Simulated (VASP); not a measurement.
Ca3AsP:

```xyz
5
Lattice="5.3339 0.0000 0.0000 0.0000 5.3339 0.0000 0.0000 0.0000 5.3339" Properties=species:S:1:pos:R:3 pbc="T T T"
Ca    0.0000    2.6669    2.6669
Ca    2.6669    0.0000    2.6669
Ca    2.6669    2.6669    0.0000
P     2.6669    2.6669    2.6669
As    0.0000    0.0000    0.0000
```

Base run:

- Program: VASP 6.6.1
- Functional: PBE
- Potentials or basis: VASP PAW PBE potentials, release 64 (Ca_sv, P, As)
- Cutoff: 520 eV
- k mesh: 4 × 4 × 4
- Occupations: gaussian, width 0.01 eV
- Spin: no spin polarisation

Its results: band gap on the k mesh 0.18 eV, direct; pressure 0.0 GPa.

Task: The run is repeated on the same cell with these changes: k mesh from 4 × 4 × 4 to 2 × 2 × 2; further incar settings from ALGO = Normal; EDIFF = 1e-06; NBANDS = 28 to ALGO = Normal; EDIFF = 1e-07; NBANDS = 28. What comes out?

Result: Band gap on the k mesh 0.10 eV, direct; pressure 0.6 GPa.

Caveats: some runs use coarse meshes.

